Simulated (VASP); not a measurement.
Set up this calculation in VASP 6.6.1, as the native input.

```
Task                   : electric field gradients
Functional             : LDA
Potentials or basis    : VASP PAW LDA potentials, release 64 (V_sv)
Cutoff                 : 400 eV
k mesh                 : 22 × 22 × 22
Occupations            : gaussian, width 0.05 eV
Spin                   : no spin polarisation
Dipole correction      : no
Further INCAR settings : ALGO = Normal; EDIFF = 1e-08; NBANDS = 12
```

The structure of V lies in POSCAR:

```
V
1.0
   -1.4627399321      1.4627399321      1.4627399321
    1.4627399321     -1.4627399321      1.4627399321
    1.4627399321      1.4627399321     -1.4627399321
V
1
Direct
    0.0000000000      0.0000000000      0.0000000000
```

These files were run (other wordings do the same):

INCAR

```
SYSTEM = V
PREC = Accurate
ENCUT = 400
EDIFF = 1E-8
ISMEAR = 0
SIGMA = 0.05
LREAL = .False.
LASPH = .True.
NELM = 120
ALGO = Normal
ISIF = 2
LWAVE = .False.
LCHARG = .False.
GGA = CA
LEFG = .True.
NBANDS = 12
GGA_COMPAT = .False.
```

KPOINTS

```
Automatic mesh
0
Gamma
  22 22 22
  0 0 0
```

Potentials or basis: VASP PAW LDA potentials, release 64 (V_sv).

Run with:

```sh
$ cat potpaw_LDA.64/V_sv/POTCAR > POTCAR
$ mpirun -np 1 vasp_std > vasp.out
```

Results of the run:

* Pressure: -1.0 GPa

Caveat: without QUAD_EFG the Cq values of the log hold for a quadrupole moment of 1 mb, not for the nuclei.

Wall time 12 s on 1 thread of Intel(R) Xeon(R) 6975P-C (Granite Rapids), on a shared host, peak memory 0.13 GiB.
